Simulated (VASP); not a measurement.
# B3As (Cm) in VASP: single point with PBE

Aim: the single point of B3As with PBE.

Everything below comes from runs of VASP 6.6.1. Logs are shortened: lines on timing, memory, paths and dates and some standing lists are left out, and cuts for length are marked.

## Step 1: The cell of the first run

Symmetry: Cm, No. 8, monoclinic system. Conventional cell: a = 9.386 Å, b = 3.538 Å, c = 6.335 Å, α = 90.00°, β = 112.85°, γ = 90.00°. Within 2.3 Å of B (site symmetry 1) lie 3 B at 1.73 to 1.81 Å and 2 As at 2.10 to 2.11 Å. Within 2.3 Å of B (site symmetry 1) lie 3 B at 1.74 to 1.78 Å and 2 As at 2.14 Å. B (site symmetry m) has 3 B at 1.66 to 1.74 Å and 1 As at 2.02 Å within 2.2 Å. B (site symmetry m) has 3 B at 1.66 to 1.74 Å and 1 As at 2.05 Å within 2.2 Å. Within 2.7 Å of As (site symmetry m) lie 5 B at 2.05 to 2.14 Å. Within 2.7 Å of As (site symmetry m) lie 5 B at 2.02 to 2.14 Å.

## Step 2: Single point, PBE

INCAR

```
PREC = Accurate ; ENCUT = 520
EDIFF = 1E-6 ; ISMEAR = 0
SIGMA = 0.1 ; LREAL = F
LASPH = T ; NELM = 80
ALGO = Normal ; ISIF = 2
LWAVE = F ; LCHARG = F
GGA = PE ; NBANDS = 24
```

KPOINTS

```
regular mesh
0
Gamma
  12 12 6
```

POSCAR

```
B3As
1.0
    4.6927843529     -1.7689707765     -0.0040490022
    4.6927843529      1.7689707765     -0.0040490022
   -2.4552085792      0.0000000000      5.8396726897
B As
6 2
Direct
    0.8214440230      0.3093158187      0.2437219867
    0.7836766689      0.2857172598      0.7630096416
    0.9044515732      0.9044515732      0.0586015514
    0.8818663568      0.8818663568      0.7860918097
    0.3093158187      0.8214440230      0.2437219867
    0.2857172598      0.7836766689      0.7630096416
    0.6534888999      0.6534888999      0.5687332207
    0.6929080545      0.6929080545      0.0728619402
```

Potentials or basis: VASP PAW PBE potentials, release 64 (B, As).

The run is started by

```sh
> cat potpaw_PBE.64/B/POTCAR potpaw_PBE.64/As/POTCAR > POTCAR
> mpirun -np 1 vasp_std > vasp.out
```

OUTCAR:

```text
PREC = Accurate
   ENCUT = 520
   EDIFF = 1E-6
   ISMEAR = 0
   LREAL = F
   LASPH = T
   NELM = 80
   ISIF = 2
   GGA = PE

 ion  position               nearest neighbor table
   1  0.821  0.309  0.244-   5 1.73   3 1.74   5 1.81   7 2.10   8 2.11
   2  0.784  0.286  0.763-   4 1.74   6 1.76   6 1.78   8 2.14   7 2.14
   3  0.904  0.904  0.059-   4 1.66   1 1.74   5 1.74   8 2.02
   4  0.882  0.882  0.786-   3 1.66   2 1.74   6 1.74   7 2.05
   5  0.309  0.821  0.244-   1 1.73   3 1.74   1 1.81   7 2.10   8 2.11
   6  0.286  0.784  0.763-   4 1.74   2 1.76   2 1.78   8 2.14   7 2.14
   7  0.653  0.653  0.569-   4 2.05   1 2.10   5 2.10   2 2.14   6 2.14
   8  0.693  0.693  0.073-   3 2.02   1 2.11   5 2.11   2 2.14   6 2.14

  LATTYP: Found a base centered monoclinic cell.
 ALAT       =     9.3855721993
 B/A-ratio  =     0.3769553393
 C/A-ratio  =     0.6749519945
 COS(beta)  =    -0.3883693363

  Lattice vectors:

 A1 = (   4.6927843529,  -1.7689707765,  -0.0040490022)
 A2 = (   4.6927843529,   1.7689707765,  -0.0040490022)
 A3 = (  -2.4552085792,   0.0000000000,   5.8396726897)

Analysis of symmetry for initial positions (statically):
=====================================================================
 Subroutine PRICEL returns:
 Original cell was already a primitive cell.

 Routine SETGRP: Setting up the symmetry group for a
 base centered monoclinic supercell.

 Subroutine GETGRP returns: Found  2 space group operations
 (whereof  2 operations were pure point group operations)
 out of a pool of  4 trial point group operations.

The static configuration has the point symmetry C_1h.

Analysis of symmetry for dynamics (positions and initial velocities):
=====================================================================
 Subroutine PRICEL returns:
 Original cell was already a primitive cell.

 Routine SETGRP: Setting up the symmetry group for a
 base centered monoclinic supercell.

 Subroutine GETGRP returns: Found  2 space group operations
 (whereof  2 operations were pure point group operations)
 out of a pool of  4 trial point group operations.

The dynamic configuration has the point symmetry C_1h.

 Subroutine INISYM returns: Found  2 space group operations
 (whereof  2 operations are pure point group operations),
 and found     1 'primitive' translations

----------------------------------------------------------------------------------------
[... 105 lines left out ...]
   EDIFF  = 0.1E-05   stopping-criterion for ELM
   LREAL  =      F    real-space projection
   EDIFFG = 0.1E-04   stopping-criterion for IOM
   NSW    =      0    number of steps for IOM
   IBRION =     -1    ionic relax: 0-MD 1-quasi-New 2-CG
   NFREE  =      0    steps in history (QN), initial steepest desc. (CG)
   ISIF   =      2    stress and relaxation
   ISYM   =      2    0-nonsym 1-usesym 2-fastsym
   POTIM  = 0.5000    time-step for ionic-motion
   TEBEG  =    0.0;   TEEND  =   0.0 temperature during run
   PSTRESS=    0.0 pullay stress
   NELECT =      28.0000    total number of electrons
   NUPDOWN=      -1.0000    fix difference up-down
   EMIN   =  10.00;   EMAX   =-10.00  energy-range for DOS
   EFERMI =   0.00;   METHOD = LEGACY
   ISMEAR =     0;   SIGMA  =   0.10  broadening in eV -4-tet -1-fermi 0-gaus
   EFERMI_NEDOS =   21; number of points for ismear=-14 and -15
   IALGO  =     38    algorithm
   IMIX   =      4    mixing-type and parameters
     AMIX     =   0.40;   BMIX     =  1.00
     AMIX_MAG =   1.60;   BMIX_MAG =  1.00
  volume/ion in A,a.u.               =      12.11        81.76
  Fermi-wavevector in a.u.,A,eV,Ry     =   1.082240  2.045136 15.935724  1.171243
  Thomas-Fermi vector in A             =   2.218276
   LORBIT       =      0    0 simple, 1 ext, 2 COOP (PROOUT), +10 PAW based schemes
   GGA     = PE    functional components
   LHFCALC =     F    Hartree Fock is set to
   AEXX    =    0.0000 exact exchange contribution
   IVDW    =     0    specifies the selected vdW correction
   LEPSILON=     F    determine dielectric tensor
   LRPA    =     F    only Hartree local field effects (RPA)
 non-spin polarized calculation
 Gauss-broadening in eV      SIGMA  =   0.10
  energy-cutoff  :      520.00
  volume of cell :       96.92
 maximum number of plane-waves:      2634
 NGX is ok and might be reduce to    40
   NGX = 19   NGY = 19   NGZ = 23

 number of electron      28.0000000 magnetization

 Free energy of the ion-electron system (eV)
  ---------------------------------------------------
  ext. energy  EPLUGINS =         0.00000000
  ---------------------------------------------------
  free energy    TOTEN  =       -44.62050241 eV

  energy without entropy =      -44.61409724  energy(sigma->0) =      -44.61729982

 E-fermi :   4.6960     XC(G=0): -10.1102

 val. band max:        4.6864005302   @ k =   0.5000   0.4167   0.1667
 cond. band min:       4.7008199012   @ k =  -0.3333   0.1667   0.3333
 fundamental gap:      0.0144193710
 Fermi energy:         4.6959627795

 k-point     1 :       0.0000    0.0000    0.0000
  band No.  band energies     occupation
      1     -10.7257      2.00000
      2      -7.6269      2.00000
      3      -6.7656      2.00000
      4      -4.7844      2.00000
      5      -3.4303      2.00000
      6      -2.7247      2.00000
[... 637 lines left out ...]
     23      11.3030      0.00000
     24      12.1124      0.00000

 [... further k-points ...]
[... 5 lines left out ...]
  --------------------------------------------------------------------------------------
  -------------------------------------------------------------------------------------
  Total        0.2664904      0.0756839      0.3257061      0.0000000      0.0000000     -0.0345059
  in kB        4.4053448      1.2511280      5.3842387      0.0000000      0.0000000     -0.5704158
  external PRESSURE =       3.6802371 kB  Pullay stress =       0.0000000 kB

 VOLUME and BASIS-vectors are now :
 -----------------------------------------------------------------------------
  energy-cutoff  :      520.00
  volume of cell :       96.92
      direct lattice vectors                 reciprocal lattice vectors
     4.692784353 -1.768970777 -0.004049002     0.106585218 -0.282650232  0.044812262
     4.692784353  1.768970777 -0.004049002     0.106585218  0.282650232  0.044812262
    -2.455208579  0.000000000  5.839672690     0.000147804  0.000000000  0.171304616

 POSITION                                       TOTAL-FORCE (eV/Angst)
 -----------------------------------------------------------------------------------
      4.70802     -0.90594      1.41868        -0.025379     -0.033417     -0.010532
      3.14509     -0.88088      4.45140        -0.032372     -0.017488     -0.014692
      8.34491      0.00000      0.33489         0.032497     -0.000000      0.008507
      6.34680      0.00000      4.58338         0.024867     -0.000000      0.007797
      4.70802      0.90594      1.41868        -0.025379      0.033417     -0.010532
      3.14509      0.88088      4.45140        -0.032372      0.017488     -0.014692
      4.73701      0.00000      3.31592         0.019200     -0.000000      0.009722
      6.32444      0.00000      0.41988         0.038937     -0.000000      0.024423
 -----------------------------------------------------------------------------------
    total drift:                               -0.000060     -0.000000     -0.000062

  FREE ENERGIE OF THE ION-ELECTRON SYSTEM (eV)
  ---------------------------------------------------
  free  energy   TOTEN  =       -44.6205024052 eV

  energy  without entropy=      -44.6140972430  energy(sigma->0) =      -44.61729982
```

stdout:

```text
POSCAR found type information on POSCAR B As
 POSCAR found :  2 types and       8 ions
 scaLAPACK will be used
 LDA part: xc-table for (Slater+PW92), standard interpolation
 POSCAR, INCAR and KPOINTS ok, starting setup
 FFT: planning ... GRIDC
 FFT: planning ... GRID_SOFT
 FFT: planning ... GRID
 WAVECAR not read
 entering main loop
```

It took 23 min on 1 thread of Intel Xeon 8259CL, shared host; peak memory 0.59 GiB.

What came out:

| Item | Value |
| --- | --- |
| Free energy | -44.6205 eV |
| Pressure | 0.4 GPa |
| Largest force | 0.046 eV/Å |
| Band gap on the k mesh | zero (bands 14 and 15 overlap by 0.77 eV) |

Forces in eV/Å, atoms in the order of the input:
```
B   -0.025 -0.033 -0.011
B   -0.032 -0.017 -0.015
B    0.032  0.000  0.009
B    0.025  0.000  0.008
B   -0.025  0.033 -0.011
B   -0.032  0.017 -0.015
As   0.019  0.000  0.010
As   0.039  0.000  0.024
```

Levels at points of the mesh, in eV from the Fermi level:
| k point | band 10 | band 11 | band 12 | band 13 | band 14 | band 15 | band 16 | band 17 | band 18 | band 19 |
| --- | --- | --- | --- | --- | --- | --- | --- | --- | --- | --- |
| (0.00, 0.00, 0.00) | -3.17 | -2.63 | -1.90 | -1.79 | -0.82 | 0.81 | 1.11 | 2.91 | 2.99 | 4.04 |
| (0.50, 0.00, 0.00) | -3.84 | -2.68 | -1.98 | -1.91 | -1.73 | 0.95 | 1.36 | 2.19 | 2.90 | 3.45 |
| (0.50, 0.50, 0.00) | -3.42 | -2.49 | -2.15 | -1.17 | 0.17 | 0.98 | 1.66 | 2.23 | 2.86 | 3.71 |
| (0.00, 0.00, 0.50) | -3.43 | -3.36 | -2.51 | -2.08 | -0.78 | 0.73 | 1.33 | 3.68 | 4.07 | 4.56 |
| (0.50, 0.00, 0.50) | -4.28 | -3.98 | -2.76 | -2.16 | -0.61 | -0.42 | 1.54 | 2.48 | 3.39 | 4.67 |
| (0.50, 0.50, 0.50) | -2.45 | -2.29 | -2.16 | -1.97 | 0.34 | 1.47 | 1.54 | 2.94 | 3.27 | 3.87 |

Caveat: semilocal functionals underestimate gaps, and a narrow one can read as zero.
